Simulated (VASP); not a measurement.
A run of VASP 6.6.1 is set up as follows.

File INCAR:

```
  PREC = Accurate
  ENCUT = 520
  EDIFF = 1E-7
  ISMEAR = 0
  SIGMA = 0.1
  LREAL = F
  LASPH = T
  NELM = 80
  ALGO = Normal
  ISIF = 2
  LWAVE = F
  LCHARG = T
  GGA = PE
  LELF = T
  LVHAR = T
  NBANDS = 17
```

The input KPOINTS:

```
regular mesh
0
Gamma
  4 4 4
```

File POSCAR:

```
Mg5Se
1.0
    0.0000000000      3.7982900700      3.7982900700
    3.7982900700      0.0000000000      3.7982900700
    3.7982900700      3.7982900700      0.0000000000
Mg Se
5 1
Direct
    0.1250000000      0.6250000000      0.6250000000
    0.6250000000      0.6250000000      0.6250000000
    0.6250000000      0.1250000000      0.6250000000
    0.6250000000      0.6250000000      0.1250000000
    0.2500000000      0.2500000000      0.2500000000
    0.0000000000      0.0000000000      0.0000000000
```

Potentials or basis: VASP PAW PBE potentials, release 64 (Mg, Se).

Run with:

```sh
$ cat potpaw_PBE.64/Mg/POTCAR potpaw_PBE.64/Se/POTCAR > POTCAR
$ mpirun -np 1 vasp_std > vasp.out
```

(1) What does it give for the band gap on the k mesh?

(2) Predict the pressure.

## Answers

(1) zero (band 8 reaches 5.49 eV, above the bottom of band 9 at 3.86 eV).

(2) 14.2 GPa.
